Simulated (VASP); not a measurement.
Set up this calculation in VASP 6.6.1, as the native input.

```
Task                   : single point
Functional             : PBEsol
Potentials or basis    : VASP PAW PBE potentials, release 64 (Ce)
Cutoff                 : 720 eV
k mesh                 : 16 × 16 × 9
Occupations            : gaussian, width 0.04 eV
Spin                   : collinear spin, ferromagnetic start
Starting moments       : [1.0, 1.0] μB
Tolerance level        : standard
Purpose                : stress
Further INCAR settings : ALGO = Normal; EDIFF = 1e-08; NBANDS = 34
```

The structure of Ce lies in POSCAR:

```
Ce
1.0
    3.6500000000      0.0000000000      0.0000000000
   -1.8250000000      3.1609927238      0.0000000000
    0.0000000000      0.0000000000      6.0494000000
Ce
2
Direct
    0.6666666700      0.3333333300      0.7500000000
    0.3333333300      0.6666666700      0.2634228200
```

This cell differs from its parent crystal: last atom moved by 0.08 Å along z, cell strained by +1.5% along z.

One way to write it, as run:

INCAR

```
SYSTEM = Ce
ALGO = Normal ; EDIFF = 1E-8
ENCUT = 720 ; GGA = PS
GGA_COMPAT = .FALSE. ; ISIF = 2
ISMEAR = 0 ; ISPIN = 2
KPAR = 8 ; LASPH = .TRUE.
LCHARG = .FALSE. ; LMAXMIX = 6
LORBIT = 11 ; LREAL = .FALSE.
LWAVE = .FALSE. ; MAGMOM = 1 1
NBANDS = 34 ; NELM = 200
PREC = Accurate ; SIGMA = 0.04
```

KPOINTS

```
Automatic mesh
0
Gamma
  16 16 9
  0 0 0
```

Potentials or basis: VASP PAW PBE potentials, release 64 (Ce).

Command:

```bash
$ cat potpaw_PBE.64/Ce/POTCAR > POTCAR
$ mpirun -np 8 vasp_std > vasp.out
```

It gave:

```
Pressure                                              : -7.1 GPa
Largest force                                         : 0.088 eV/Å
Net moment                                            : 1.71 μB per cell
Site moments                                          : Ce +0.71 μB
Valence electrons inside the program's atomic spheres : Ce 9.62
```

Caveat: the cell differs from its parent crystal (last atom moved by 0.08 Å along z, cell strained by +1.5% along z); the magnetic or orbital state may not be the lowest; the cell stands under tension; the PAW data sets were made with another functional, which shifts forces and pressure a little.

Wall time 4.2 min on 8 MPI ranks on AMD EPYC 7R13 Processor (Zen 3), on a shared host, peak memory 1.2 GiB a rank.
